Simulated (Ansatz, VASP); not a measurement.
# Two plane-wave programs on KZnF3

File POSCAR:

```
KZnF3
1.0
    3.8111959170      0.0000000000      0.0000000000
    0.0000000000      3.8111959170      0.0000000000
    0.0000000000      0.0000000000      4.5734351004
K Zn F
1 1 3
Direct
    0.0000000000      0.0000000000      0.0000000000
    0.5000000000      0.5000000000      0.5000000000
    0.5000000000      0.5000000000      0.0000000000
    0.0000000000      0.5000000000      0.5000000000
    0.5000000000      0.0000000000      0.5000000000
```

The input INCAR.step1:

```
ALGO = Normal
EDIFF = 1E-4
ENCUT = 520
GGA = PE
ISMEAR = 0
LASPH = T
LCHARG = F
LREAL = F
LWAVE = T
NBANDS = 29
NELM = 60
PREC = Accurate
SIGMA = 0.05
```

Contents of INCAR.step2:

```
ALGO = Normal
EDIFF = 1E-6
ENCUT = 520
ISIF = 2
ISMEAR = 0
ISTART = 1
LASPH = T
LCHARG = T
LELF = T
LMIXTAU = T
LREAL = F
LVHAR = T
LWAVE = F
METAGGA = R2SCAN
NBANDS = 29
NELM = 60
PREC = Accurate
SIGMA = 0.05
```

File KPOINTS:

```
k-points
0
Gamma
  6 6 6
```

Input for Ansatz:

```yaml
crystal:
  lattice:
    - [3.811195917, 0.0, 0.0]
    - [0.0, 3.811195917, 0.0]
    - [0.0, 0.0, 4.5734351004]
  atoms:
    - { symbol: K, position: [0.0, 0.0, 0.0] }
    - { symbol: Zn, position: [0.5, 0.5, 0.5] }
    - { symbol: F, position: [0.5, 0.5, 0.0] }
    - { symbol: F, position: [0.0, 0.5, 0.5] }
    - { symbol: F, position: [0.5, 0.0, 0.5] }
basis:
  ecutwfc: 500
kpoints:
  mp_grid: { grid: [6, 6, 6] }
hamiltonian:
  xc: r2scan
scf:
  occupations: { method: gaussian, width: 0.05 }
output:
  forces: true
  stress: true
  eigenvalues: true
```

Alike in both runs: task single point; functional r2SCAN; k mesh 6 × 6 × 6; occupations gaussian, width 0.05 eV; no spin polarisation.

|  | VASP | Ansatz |
| --- | --- | --- |
| version | VASP 6.6.1 | Ansatz 0.2.0 |
| potentials or method | VASP PAW PBE potentials, release 64 (K_sv, Zn, F), cutoff 520 eV | scalar-relativistic, plane waves, PAW |
| valence electrons in the cell | 42 | 42 |

```tsv
	VASP	Ansatz	Ansatz less VASP
gap on the k mesh at the Fermi level (eV)	4.04	4.09	+0.050
least direct gap on the mesh (eV)	6.31	6.34	+0.023
pressure (GPa)	4.2	3.7	-0.49
traceless stress, the component that is largest in VASP (GPa)	-10.26	-9.82	+0.447
```

VASP's potentials were made for PBE, not for r2SCAN.
